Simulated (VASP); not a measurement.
Input of a VASP 6.6.1 run:

INCAR

```
ALGO = Normal
EDIFF = 1E-6
ENCUT = 520
GGA = PS
ISIF = 2
ISMEAR = 0
LASPH = True
LCHARG = False
LREAL = False
LWAVE = False
NBANDS = 16
NELM = 60
PREC = Accurate
SIGMA = 0.05
```

The input KPOINTS:

```
k-points
0
Gamma
  9 9 6
```

POSCAR

```
AlN
1.0
    3.3214000000      0.0000000000      0.0000000000
   -1.6607000000      2.8764167761      0.0000000000
    0.0000000000      0.0000000000      4.2240000000
Al N
2 2
Direct
    0.3333333333      0.6666666667      0.7500000000
    0.6666666667      0.3333333333      0.2500000000
    0.3333333333      0.6666666667      0.2500000000
    0.6666666667      0.3333333333      0.7500000000
```

Potentials or basis: VASP PAW PBE potentials, release 64 (Al, N).

Command:

```bash
$ cat potpaw_PBE.64/Al/POTCAR potpaw_PBE.64/N/POTCAR > POTCAR
$ mpirun -np 1 vasp_std > vasp.out
```

Question: What does it give for the band gap on the k mesh?

Answer: 3.07 eV, direct.

Question: What does it give for the pressure?

Answer: -6.2 GPa.

Stress tensor (GPa, compression positive):
```
-5.74  0.00  0.00
 0.00 -5.74  0.00
 0.00  0.00 -6.98
```

Caveat: the PAW data sets were made with another functional, which shifts forces and pressure a little. PBEsol gaps usually lie below the measured ones, often by a third to a half.
